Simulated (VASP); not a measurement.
Set up this calculation in VASP 6.6.1, as the native input.

```yaml
Task: single point
Functional: r2SCAN
Potentials_or_basis: VASP PAW PBE potentials, release 64 (Ti_sv, Al)
Cutoff: 520 eV
k_mesh: 10 × 10 × 4
Occupations: gaussian, width 0.1 eV
Spin: no spin polarisation
Dipole_correction: no
Further_INCAR_settings: ALGO = Normal; EDIFF = 1e-06; NBANDS = 36
```

Ti3Al5:

```
Ti Al
1.0
     3.89829    0.00000    0.00000
     0.00000    3.89829    0.00000
     0.00000    0.00000    8.32493
Ti Al
3 5
Direct
  0.00000 0.00000 0.50000
  0.50000 0.50000 0.00000
  0.50000 0.50000 0.50000
  0.00000 0.50000 0.25133
  0.00000 0.50000 0.74867
  0.50000 0.00000 0.25133
  0.50000 0.00000 0.74867
  0.00000 0.00000 0.00000
```

These files were run (other wordings do the same):

POSCAR

```
Ti3Al5
1.0
    3.8982868481      0.0000000000      0.0000000000
    0.0000000000      3.8982868481      0.0000000000
    0.0000000000      0.0000000000      8.3249319719
Ti Al
3 5
Direct
    0.0000000000      0.0000000000      0.5000000000
    0.5000000000      0.5000000000      0.0000000000
    0.5000000000      0.5000000000      0.5000000000
    0.0000000000      0.5000000000      0.2513308186
    0.0000000000      0.5000000000      0.7486691814
    0.5000000000      0.0000000000      0.2513308186
    0.5000000000      0.0000000000      0.7486691814
    0.0000000000      0.0000000000      0.0000000000
```

INCAR.step1

```
  PREC = Accurate
  ENCUT = 520
  ISMEAR = 0
  SIGMA = 0.1
  LREAL = False
  LASPH = True
  NELM = 80
  NBANDS = 36
  GGA = PE
  ALGO = Normal
  EDIFF = 1E-4
  LWAVE = True
  LCHARG = False
```

INCAR.step2

```
  PREC = Accurate
  ENCUT = 520
  EDIFF = 1E-6
  ISMEAR = 0
  SIGMA = 0.1
  LREAL = False
  LASPH = True
  NELM = 80
  ALGO = Normal
  ISIF = 2
  LWAVE = False
  LCHARG = True
  METAGGA = R2SCAN
  LMIXTAU = True
  LELF = True
  LVHAR = True
  NBANDS = 36
  ISTART = 1
```

KPOINTS

```
regular mesh
0
Gamma
  10 10 4
```

Potentials or basis: VASP PAW PBE potentials, release 64 (Ti_sv, Al).

Launch:

```sh
$ cat potpaw_PBE.64/Ti_sv/POTCAR potpaw_PBE.64/Al/POTCAR > POTCAR
$ cp INCAR.step1 INCAR
$ mpirun -np 1 vasp_std > vasp.out
$ cp INCAR.step2 INCAR
$ mpirun -np 1 vasp_std > vasp.out
```

Results of the run:

```json
{
  "Pressure": "0.0 GPa",
  "Largest force": "0.013 eV/Å"
}
```

Caveat: the PAW data sets were made with another functional, which shifts forces and pressure a little.

Wall time 32 min on 1 thread of AMD EPYC 7R13 (shared host), peak memory 0.36 GiB.
